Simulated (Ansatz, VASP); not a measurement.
**One calculation of GeW, two programs**

```
Ge W
1.0
     0.00000    2.57761    2.57761
     2.57761    0.00000    2.57761
     2.57761    2.57761    0.00000
Ge W
1 1
Direct
  0.50000 0.50000 0.50000
  0.00000 0.00000 0.00000
```

Alike in both runs: task relaxation of cell and atoms; functional BLYP; dispersion D3(BJ); k mesh 9 × 9 × 9; occupations fermi-dirac, width 0.05 eV; no spin polarisation.

|  | VASP | Ansatz |
| --- | --- | --- |
| version | VASP 6.6.1 | Ansatz 0.2.0 |
| potentials or method | VASP PAW PBE potentials, release 64 (Ge_d, W_sv) | Ansatz PAW |
| plane-wave cutoff (eV) | 600 | 420 |
| valence electrons in the cell | 28 | 28 |

Ansatz gave:

```
gap on the k mesh at the Fermi level, each at its own relaxed structure (eV) : none
relaxed volume (Å³/atom)                                                     : 16.79
relaxed cell length with the largest relative difference (Å)                 : 3.621
```

Problem. What did VASP give for the same quantities?

Solution. gap on the k mesh at the Fermi level, each at its own relaxed structure (eV): none; relaxed volume (Å³/atom): 16.87; relaxed cell length with the largest relative difference (Å): 3.627.

VASP's potentials were made for PBE, not for BLYP. A gap of «none» marks a metal or a gap that the smearing closes.

Spin-orbit coupling is off throughout. Noted on Ansatz's run: the plane-wave basis is chosen anew once the cell has moved, so the energies of steps on either side of that aren't comparable.
